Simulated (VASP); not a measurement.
# C (P6_3/mmc) in VASP: notebook

The runs below take C through single point, with LDA.

Everything below comes from runs of VASP 6.6.1. Logs are shortened: lines on timing, memory, paths and dates and some standing lists are left out, and cuts for length are marked.

**1. The cell of the first run**

The structure is hexagonal, space group P6_3/mmc (No. 194). The conventional cell has a = 2.484 Å, b = 2.484 Å, c = 4.198 Å, α = 90.00°, β = 90.00°, γ = 120.00°. Within 2.0 Å of C (site symmetry 3m) lie 4 C at 1.53 to 1.57 Å.

**2. Single point, LDA (strained cell)**

INCAR

```
PREC = Accurate ; ENCUT = 910
EDIFF = 1E-6 ; ISMEAR = 0
SIGMA = 0.02 ; LREAL = F
LASPH = T ; NELM = 120
ALGO = Normal ; ISIF = 2
LWAVE = F ; LCHARG = F
NBANDS = 16 ; GGA_COMPAT = F
```

KPOINTS

```
regular mesh
0
Gamma
  9 9 6
```

POSCAR

```
C
1.0
    2.4836321806      0.0000000000      0.0000000000
   -1.2418160903      2.1508885620      0.0000000000
    0.0000000000      0.0000000000      4.1979202822
C
4
Direct
    0.3333333333      0.6666666667     -0.0002181980
    0.6666666667      0.3333333333      0.4997818020
    0.3333333333      0.6666666667      0.3742181980
    0.6666666667      0.3333333333      0.8742181980
```

Potentials or basis: VASP PAW LDA potentials, release 64 (C_h).

On the command line:

```console
$ cat potpaw_LDA.64/C_h/POTCAR > POTCAR
$ mpirun -np 1 vasp_std > vasp.out
```

OUTCAR:

```text
PREC = Accurate
   ENCUT = 910
   EDIFF = 1E-6
   ISMEAR = 0
   LREAL = F
   LASPH = T
   NELM = 120
   ISIF = 2

 ion  position               nearest neighbor table
   1  0.333  0.667  1.000-
   2  0.667  0.333  0.500-
   3  0.333  0.667  0.374-
   4  0.667  0.333  0.874-

  LATTYP: Found a hexagonal cell.
 ALAT       =     2.4836321806
 C/A-ratio  =     1.6902342927

  Lattice vectors:

 A1 = (   2.4836321806,   0.0000000000,   0.0000000000)
 A2 = (  -1.2418160903,   2.1508885620,   0.0000000000)
 A3 = (   0.0000000000,   0.0000000000,   4.1979202822)

Analysis of symmetry for initial positions (statically):
=====================================================================
 Subroutine PRICEL returns:
 Original cell was already a primitive cell.

 Routine SETGRP: Setting up the symmetry group for a
 hexagonal supercell.

 Subroutine GETGRP returns: Found 24 space group operations
 (whereof  6 operations were pure point group operations)
 out of a pool of 24 trial point group operations.

The static configuration has the point symmetry C_3v.
 The point group associated with its full space group is D_6h.

Analysis of symmetry for dynamics (positions and initial velocities):
=====================================================================
 Subroutine PRICEL returns:
 Original cell was already a primitive cell.

 Routine SETGRP: Setting up the symmetry group for a
 hexagonal supercell.

 Subroutine GETGRP returns: Found 24 space group operations
 (whereof  6 operations were pure point group operations)
 out of a pool of 24 trial point group operations.

The dynamic configuration has the point symmetry C_3v.
 The point group associated with its full space group is D_6h.

 Subroutine INISYM returns: Found 24 space group operations
 (whereof  6 operations are pure point group operations),
 and found     1 'primitive' translations

----------------------------------------------------------------------------------------

                                     Primitive cell

  volume of cell :      22.4254

  direct lattice vectors                    reciprocal lattice vectors
     2.483632181  0.000000000  0.000000000     0.402636110  0.232462067  0.000000000
    -1.241816090  2.150888562  0.000000000     0.000000000  0.464924133  0.000000000
     0.000000000  0.000000000  4.197920282     0.000000000  0.000000000  0.238213194

  length of vectors
     2.483632181  2.483632181  4.197920282     0.464924133  0.464924133  0.238213194

  position of ions in fractional coordinates (direct lattice)
     0.333333333  0.666666667  0.999781802
     0.666666667  0.333333333  0.499781802
     0.333333333  0.666666667  0.374218198
     0.666666667  0.333333333  0.874218198

  ion indices of the primitive-cell ions
   primitive index   ion index
                 1           1
                 2           2
                 3           3
                 4           4

----------------------------------------------------------------------------------------

 KPOINTS: regular mesh

Automatic generation of k-mesh.
 Grid dimensions read from file:
 generate k-points for:    9    9    6

 Generating k-lattice:

  Cartesian coordinates                     Fractional coordinates (reciprocal lattice)
     0.044737346  0.025829119  0.000000000     0.111111111  0.000000000  0.000000000
     0.000000000  0.051658237  0.000000000     0.000000000  0.111111111  0.000000000
     0.000000000  0.000000000  0.039702199     0.000000000  0.000000000  0.166666667

  Length of vectors
     0.051658237  0.051658237  0.039702199

  Shift w.r.t. Gamma in fractional coordinates (k-lattice)
     0.000000000  0.000000000  0.000000000

 Subroutine IBZKPT returns following result:
 ===========================================

 Found     48 irreducible k-points:

 Following reciprocal coordinates:
            Coordinates               Weight
  0.000000  0.000000  0.000000      1.000000
  0.111111 -0.000000  0.000000      6.000000
  0.222222  0.000000  0.000000      6.000000
  0.333333  0.000000  0.000000      6.000000
  0.444444  0.000000  0.000000      6.000000
  0.111111  0.111111  0.000000      6.000000
[... 16 lines left out ...]
  0.333333  0.222222  0.166667     24.000000
  0.333333  0.333333  0.166667      4.000000
 [... further k-points ...]
   k-points           NKPTS =     48   k-points in BZ     NKDIM =     48   number of bands    NBANDS=     16
   number of dos      NEDOS =    301   number of ions     NIONS =      4
   total plane-waves  NPLWV =  24192
   dimension x,y,z NGX =    24 NGY =   24 NGZ =   42
   dimension x,y,z NGXF=    48 NGYF=   48 NGZF=   84
   ions per type =               4
   NGX,Y,Z   is equivalent  to a cutoff of  16.06, 16.06, 16.63 a.u.
   NGXF,Y,Z  is equivalent  to a cutoff of  32.13, 32.13, 33.27 a.u.
 SYSTEM =  unknown system
   PREC   = accura    normal or accurate (medium, high low for compatibility)
   ISTART =      0    job   : 0-new  1-cont  2-samecut
   ICHARG =      2    charge: 1-file 2-atom 10-const
   ISPIN  =      1    spin polarized calculation?
   LNONCOLLINEAR =      F non collinear calculations
   LSORBIT =      F    spin-orbit coupling
   LASPH  =      T    aspherical Exc in radial PAW
   ENCUT  =  910.0 eV  66.88 Ry    8.18 a.u.   6.11  6.11 10.33*2*pi/ulx,y,z
   NELM   =    120;   NELMIN=  2; NELMDL= -5     # of ELM steps
   EDIFF  = 0.1E-05   stopping-criterion for ELM
   LREAL  =      F    real-space projection
   EDIFFG = 0.1E-04   stopping-criterion for IOM
   NSW    =      0    number of steps for IOM
   IBRION =     -1    ionic relax: 0-MD 1-quasi-New 2-CG
   NFREE  =      0    steps in history (QN), initial steepest desc. (CG)
   ISIF   =      2    stress and relaxation
   ISYM   =      2    0-nonsym 1-usesym 2-fastsym
   POTIM  = 0.5000    time-step for ionic-motion
   TEBEG  =    0.0;   TEEND  =   0.0 temperature during run
   PSTRESS=    0.0 pullay stress
   NELECT =      16.0000    total number of electrons
   NUPDOWN=      -1.0000    fix difference up-down
   EMIN   =  10.00;   EMAX   =-10.00  energy-range for DOS
   EFERMI =   0.00;   METHOD = LEGACY
   ISMEAR =     0;   SIGMA  =   0.02  broadening in eV -4-tet -1-fermi 0-gaus
   EFERMI_NEDOS =   21; number of points for ismear=-14 and -15
   IALGO  =     38    algorithm
   IMIX   =      4    mixing-type and parameters
     AMIX     =   0.40;   BMIX     =  1.00
     AMIX_MAG =   1.60;   BMIX_MAG =  1.00
  volume/ion in A,a.u.               =       5.61        37.83
  Fermi-wavevector in a.u.,A,eV,Ry     =   1.462856  2.764398 29.115772  2.139949
  Thomas-Fermi vector in A             =   2.579020
   LORBIT       =      0    0 simple, 1 ext, 2 COOP (PROOUT), +10 PAW based schemes
   GGA     = CA    functional components
   LHFCALC =     F    Hartree Fock is set to
   AEXX    =    0.0000 exact exchange contribution
   IVDW    =     0    specifies the selected vdW correction
   LEPSILON=     F    determine dielectric tensor
   LRPA    =     F    only Hartree local field effects (RPA)
 non-spin polarized calculation
 Gauss-broadening in eV      SIGMA  =   0.02
  energy-cutoff  :      910.00
  volume of cell :       22.43
 maximum number of plane-waves:      1422
   NGX = 13   NGY = 13   NGZ = 21

 number of electron      16.0000000 magnetization

 Free energy of the ion-electron system (eV)
  ---------------------------------------------------
  ext. energy  EPLUGINS =         0.00000000
  ---------------------------------------------------
  free energy    TOTEN  =       -40.41473955 eV

  energy without entropy =      -40.41473955  energy(sigma->0) =      -40.41473955

 E-fermi :  11.4787     XC(G=0): -13.7029

 val. band max:       11.3329600841   @ k =   0.0000   0.0000   0.0000
 cond. band min:      14.3895052936   @ k =   0.3333   0.3333   0.0000
 fundamental gap:      3.0565452094
 Fermi energy:        11.4787267916

 k-point     1 :       0.0000    0.0000    0.0000
  band No.  band energies     occupation
      1     -10.4481      2.00000
      2      -4.9662      2.00000
      3      -2.4580      2.00000
      4       8.3876      2.00000
      5       8.3876      2.00000
      6      10.8316      2.00000
[... 8 lines left out ...]
     15      26.0633      0.00000
     16      28.6858      0.00000

 k-point     2 :       0.1111   -0.0000    0.0000
  band No.  band energies     occupation
      1     -10.1360      2.00000
      2      -4.6871      2.00000
      3      -2.1603      2.00000
      4       6.9444      2.00000
      5       7.7740      2.00000
      6      10.0978      2.00000
[... 8 lines left out ...]
     15      26.3888      0.00000
     16      27.9455      0.00000

 k-point     3 :       0.2222    0.0000    0.0000
  band No.  band energies     occupation
      1      -9.2057      2.00000
      2      -3.8543      2.00000
      3      -1.3024      2.00000
      4       3.9086      2.00000
      5       6.5815      2.00000
      6       7.5007      2.00000
[... 8 lines left out ...]
     15      26.0041      0.00000
     16      26.9287      0.00000

 k-point     4 :       0.3333    0.0000    0.0000
  band No.  band energies     occupation
      1      -7.6826      2.00000
      2      -2.4865      2.00000
      3      -0.3225      2.00000
      4       0.9790      2.00000
      5       4.6239      2.00000
      6       5.5548      2.00000
[... 8 lines left out ...]
     15      26.2575      0.00000
     16      27.8724      0.00000

 k-point     5 :       0.4444    0.0000    0.0000
  band No.  band energies     occupation
      1      -5.6934      2.00000
      2      -2.5793      2.00000
      3      -0.6677      2.00000
      4       1.7723      2.00000
      5       1.9733      2.00000
      6       4.9935      2.00000
[... 8 lines left out ...]
     15      27.6661      0.00000
     16      29.2722      0.00000

 k-point     6 :       0.1111    0.1111    0.0000
  band No.  band energies     occupation
      1      -9.5147      2.00000
      2      -4.1311      2.00000
      3      -1.5807      2.00000
      4       5.0822      2.00000
      5       6.4353      2.00000
      6       8.4714      2.00000
[... 8 lines left out ...]
     15      26.7823      0.00000
     16      27.0481      0.00000

 k-point     7 :       0.2222    0.1111    0.0000
  band No.  band energies     occupation
      1      -8.2865      2.00000
      2      -3.0302      2.00000
      3      -0.5357      2.00000
      4       2.3283      2.00000
      5       4.9076      2.00000
      6       6.0459      2.00000
[... 8 lines left out ...]
     15      26.2899      0.00000
     16      26.2908      0.00000

 k-point     8 :       0.3333    0.1111    0.0000
  band No.  band energies     occupation
      1      -6.5023      2.00000
      2      -1.4218      2.00000
      3      -1.1250      2.00000
      4       1.3397      2.00000
      5       3.3700      2.00000
      6       4.0159      2.00000
[... 8 lines left out ...]
     15      26.9434      0.00000
     16      28.1609      0.00000

 k-point     9 :       0.4444    0.1111    0.0000
  band No.  band energies     occupation
      1      -4.7975      2.00000
      2      -3.1977      2.00000
      3       0.2011      2.00000
      4       1.3533      2.00000
      5       2.2227      2.00000
      6       3.8286      2.00000
[... 8 lines left out ...]
     15      27.7993      0.00000
     16      29.3906      0.00000
[... 172 lines left out ...]
 k-point    19 :       0.2222    0.1111    0.1667
  band No.  band energies     occupation
      1      -8.1055      2.00000
      2      -4.0323      2.00000
      3       0.6575      2.00000
      4       2.5614      2.00000
      5       5.0351      2.00000
      6       5.5389      2.00000
[... 8 lines left out ...]
     15      25.0857      0.00000
     16      27.2027      0.00000

 k-point    20 :       0.3333    0.1111    0.1667
  band No.  band energies     occupation
      1      -6.3254      2.00000
      2      -2.4025      2.00000
      3      -0.8381      2.00000
      4       2.2604      2.00000
      5       2.8884      2.00000
      6       4.2023      2.00000
[... 8 lines left out ...]
     15      26.3879      0.00000
     16      28.6750      0.00000

 k-point    21 :       0.4444    0.1111    0.1667
  band No.  band energies     occupation
      1      -4.6290      2.00000
      2      -3.0302      2.00000
      3      -0.7478      2.00000
      4       0.7139      2.00000
      5       3.2266      2.00000
      6       4.1151      2.00000
[... 8 lines left out ...]
     15      27.0956      0.00000
     16      29.2773      0.00000

 k-point    22 :       0.2222    0.2222    0.1667
  band No.  band energies     occupation
      1      -6.6104      2.00000
      2      -2.6514      2.00000
      3       0.2853      2.00000
      4       2.4472      2.00000
      5       2.7341      2.00000
      6       3.8956      2.00000
[... 8 lines left out ...]
     15      24.9599      0.00000
     16      27.4946      0.00000

 k-point    23 :       0.3333    0.2222    0.1667
  band No.  band energies     occupation
      1      -4.6708      2.00000
      2      -1.9443      2.00000
      3      -0.7322      2.00000
      4       1.5304      2.00000
      5       1.8643      2.00000
      6       3.7611      2.00000
[... 8 lines left out ...]
     15      26.4445      0.00000
     16      27.8657      0.00000

 k-point    24 :       0.3333    0.3333    0.1667
  band No.  band energies     occupation
      1      -2.9428      2.00000
      2      -2.9428      2.00000
      3       0.2415      2.00000
      4       0.8470      2.00000
      5       0.8470      2.00000
      6       3.6405      2.00000
[... 8 lines left out ...]
     15      27.1039      0.00000
     16      27.1039      0.00000

 [... further k-points ...]

------------------------ aborting loop because EDIFF is reached ----------------------------------------

  FORCE on cell =-STRESS in cart. coord.  units (eV):
  Direction    XX          YY          ZZ          XY          YZ          ZX
  --------------------------------------------------------------------------------------
  -------------------------------------------------------------------------------------
  Total        0.0228054      0.0228054     -2.6425066     -0.0000000      0.0000000      0.0000000
  in kB        1.6293310      1.6293310   -188.7936112     -0.0000000      0.0000000      0.0000000
  external PRESSURE =     -61.8449831 kB  Pullay stress =       0.0000000 kB

 VOLUME and BASIS-vectors are now :
 -----------------------------------------------------------------------------
  energy-cutoff  :      910.00
  volume of cell :       22.43
      direct lattice vectors                 reciprocal lattice vectors
     2.483632181  0.000000000  0.000000000     0.402636110  0.232462067  0.000000000
    -1.241816090  2.150888562  0.000000000     0.000000000  0.464924133  0.000000000
     0.000000000  0.000000000  4.197920282     0.000000000  0.000000000  0.238213194

 POSITION                                       TOTAL-FORCE (eV/Angst)
 -----------------------------------------------------------------------------------
     -0.00000      1.43393      4.19700         0.000000     -0.000000      0.004932
      1.24182      0.71696      2.09804        -0.000000      0.000000      0.004932
     -0.00000      1.43393      1.57094         0.000000     -0.000000     -0.004932
      1.24182      0.71696      3.66990        -0.000000      0.000000     -0.004932
 -----------------------------------------------------------------------------------
    total drift:                               -0.000000      0.000000      0.000004

  FREE ENERGIE OF THE ION-ELECTRON SYSTEM (eV)
  ---------------------------------------------------
  free  energy   TOTEN  =       -40.4147395529 eV

  energy  without entropy=      -40.4147395529  energy(sigma->0) =      -40.41473955
```

Wall time 23 s (1 thread of AMD EPYC 7R43 (Zen 3), shared host); peak memory 0.12 GiB.

What came out:

- Free energy: -40.4147 eV
- Pressure: -6.2 GPa
- Largest force: 0.005 eV/Å
- Band gap on the k mesh: 3.06 eV, indirect (least direct gap 4.91 eV)

Forces in eV/Å, atoms in the order of the input:
```
C    0.000  0.000  0.005
C    0.000  0.000  0.005
C    0.000  0.000 -0.005
C    0.000  0.000 -0.005
```

Levels at points of the mesh, in eV from the valence-band top:
```tsv
k point	band 6	band 7	band 8	band 9	band 10	band 11
(0.00, 0.00, 0.00)	-0.50	0.00	0.00	4.91	5.14	5.14
(0.00, 0.00, 0.50)	-1.76	-1.76	-1.76	7.34	7.34	7.34
```

Caveat: the cell differs from its parent crystal (strained cell); the cutoff is under 1.25 times the usual one of these potentials, so pressure, stress and relaxed cells hold a basis-set (Pulay) error. A k mesh can miss the band edges.

**3. Single point, LDA (strained cell)**

INCAR

```
ALGO = Normal ; EDIFF = 1E-6
ENCUT = 910 ; GGA_COMPAT = F
ISIF = 2 ; ISMEAR = 0
LASPH = T ; LCHARG = F
LREAL = F ; LWAVE = F
NBANDS = 16 ; NELM = 120
PREC = Accurate ; SIGMA = 0.02
```

KPOINTS

```
k-points
0
Gamma
  9 9 6
```

POSCAR, as its differences from that of step 2:

```diff
@@ -2,4 +2,4 @@
 1.0
-    2.4836321806      0.0000000000      0.0000000000
-   -1.2418160903      2.1508885620      0.0000000000
+    2.4825110139      0.0000000000      0.0000000000
+   -1.2412555070      2.1499176032      0.0000000000
     0.0000000000      0.0000000000      4.1979202822
```

Potentials or basis: VASP PAW LDA potentials, release 64 (C_h).

On the command line:

```console
$ cat potpaw_LDA.64/C_h/POTCAR > POTCAR
$ mpirun -np 1 vasp_std > vasp.out
```

It took 43 s on 1 thread of AMD EPYC 7R13 (Zen 3), shared host; peak memory 0.12 GiB.

Results (log left out):

```yaml
Free_energy: -40.4146 eV
Pressure: -5.8 GPa
Largest_force: 0.007 eV/Å
Band_gap_on_the_k_mesh: 3.05 eV, indirect (least direct gap 4.90 eV)
```

Forces in eV/Å, atoms in the order of the input:
```
C    0.000  0.000  0.007
C    0.000  0.000  0.007
C    0.000  0.000 -0.007
C    0.000  0.000 -0.007
```

Stress tensor (GPa, compression positive):
```
  0.77   0.00   0.00
  0.00   0.77   0.00
  0.00   0.00 -18.88
```

Levels at points of the mesh, in eV from the valence-band top:
| k point | band 5 | band 6 | band 7 | band 8 | band 9 | band 10 | band 11 | band 12 |
| --- | --- | --- | --- | --- | --- | --- | --- | --- |
| (0.00, 0.00, 0.00) | -2.94 | -0.50 | 0.00 | 0.00 | 4.90 | 5.14 | 5.14 | 8.86 |
| (0.00, 0.00, 0.50) | -1.75 | -1.75 | -1.75 | -1.75 | 7.34 | 7.34 | 7.34 | 7.34 |

Caveat: the cell differs from its parent crystal (strained cell); the cutoff is under 1.25 times the usual one of these potentials, so pressure, stress and relaxed cells hold a basis-set (Pulay) error.
